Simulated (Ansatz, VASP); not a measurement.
One calculation of MnO, two programs

File INCAR:

```
PREC = Accurate
ENCUT = 520
EDIFF = 1E-7
ISMEAR = -1
SIGMA = 0.05
LREAL = False
LASPH = True
NELM = 150
ALGO = Normal
ISIF = 2
LWAVE = False
LCHARG = False
ISPIN = 2
MAGMOM = 4 0
LORBIT = 11
LMAXMIX = 4
GGA = PE
NBANDS = 20
```

Contents of KPOINTS:

```
Automatic mesh
0
Gamma
  16 16 16
```

The input POSCAR:

```
MnO
1.0
    0.0000000000      2.2655796914      2.2655796914
    2.2655796914      0.0000000000      2.2655796914
    2.2655796914      2.2655796914      0.0000000000
Mn O
1 1
Direct
    0.0000000000      0.0000000000      0.0000000000
    0.5000000000      0.5000000000      0.5000000000
```

Input for Ansatz:

```yaml
crystal:
  lattice:
    - [0.0, 2.2655796914, 2.2655796914]
    - [2.2655796914, 0.0, 2.2655796914]
    - [2.2655796914, 2.2655796914, 0.0]
  atoms:
    - { symbol: Mn, position: [0.0, 0.0, 0.0], spin: 4.0 }
    - { symbol: O, position: [0.5, 0.5, 0.5] }
magnetization:
  spin_polarized: true
kpoints:
  mp_grid: { grid: [16, 16, 16] }
scf:
  occupations: { method: fermi_dirac, width: 0.05 }
hamiltonian:
  xc: pbe
  pseudopotentials: { kind: all_electron, lapw: { basis_error: 0.00025 } }
output:
  forces: true
  stress: true
  eigenvalues: true
```

Change from the starting cell: volume scaled by 1.06.

Alike in both runs: task single point; functional PBE; k mesh 16 × 16 × 16; occupations fermi-dirac, width 0.05 eV; collinear spin.

```csv
,VASP,Ansatz
version,VASP 6.6.1,Ansatz 0.2.0
potentials or method,"VASP PAW PBE potentials, release 64 (Mn_pv, O), cutoff 520 eV","all-electron LAPW, scalar-relativistic"
```

```csv
,VASP,Ansatz,Ansatz less VASP
pressure (GPa),-5.9,-6.0,-0.09
net moment per atom (μB),2.44,2.44,0.000
size of the moment on the site where the two differ most (μB),0.21,0.24,+0.031
```

Site moments also hang on the region over which each program counts them. Ansatz ran all-electron here, and VASP with PAW potentials.
